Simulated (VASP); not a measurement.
## Mo3P3H: relaxation of the atoms with PBEsol

System: Mo3P3H, a slab with vacuum.

```
CELL_PARAMETERS angstrom
3.17414 0.00000 0.00000
0.00000 3.20623 0.00000
0.00000 0.00000 25.47892
ATOMIC_POSITIONS crystal
Mo 0.00000 0.50000 0.33361
Mo 0.00000 0.00000 0.44259
Mo 0.00000 0.50000 0.55013
P 0.50000 0.00000 0.36994
P 0.50000 0.50000 0.47929
P 0.50000 0.00000 0.59073
H 0.00000 0.50000 0.62292
```

```yaml
Program: VASP 6.6.1
Task: relaxation of the atoms
Functional: PBEsol
Potentials_or_basis: VASP PAW PBE potentials, release 64 (Mo_sv, P, H)
Cutoff: 450 eV
k_mesh: 9 × 9 × 1
Occupations: gaussian, width 0.1 eV
Spin: no spin polarisation
Dipole_correction: yes
Atoms_held_fixed_from_0: "[0, 1, 2, 3, 4, 5]"
Further_INCAR_settings: ALGO = Normal; EDIFF = 1e-07; NELMDL = -8; IBRION = 2; EDIFFG = -0.02; NSW = 45
Atoms_held_along_some_axes_from_0: atom 6 along a and b
```

```yaml
Energy_gained_by_relaxing: 6.3 meV/atom
Ionic_steps: 3
Band_gap_on_the_k_mesh: zero (bands 29 and 30 overlap by 0.93 eV)
```

Step by step:
```
step  energy change (eV)  largest force on free atoms (eV/Å)  pressure (GPa)
   1              0.0000                              0.8635           -2.00
   2             -0.0292                              0.5308           -1.86
   3             -0.0444                              0.0033           -1.64
```

Final structure:
```xyz
7
Lattice="3.1741 0.0000 0.0000 0.0000 3.2062 0.0000 0.0000 0.0000 25.4789" Properties=species:S:1:pos:R:3 pbc="T T T"
Mo    0.0000    1.6031    8.5000
Mo    0.0000    0.0000   11.2767
Mo    0.0000    1.6031   14.0166
P     1.5871    0.0000    9.4256
P     1.5871    1.6031   12.2119
P     1.5871    0.0000   15.0512
H     0.0000    1.6031   15.7742
```

Levels at points of the mesh, in eV from the Fermi level:
| k point | band 27 | band 28 | band 29 | band 30 | band 31 | band 32 |
| --- | --- | --- | --- | --- | --- | --- |
| (0.00, 0.00, 0.00) | -0.47 | -0.28 | -0.15 | 0.48 | 0.63 | 1.19 |

Run time: 6.8 min on 1 thread of AMD EPYC 9R45 (Zen 5), with other jobs on the host, peak memory 0.38 GiB.

Caveat: the PAW data sets were made with another functional, which shifts forces and pressure a little.
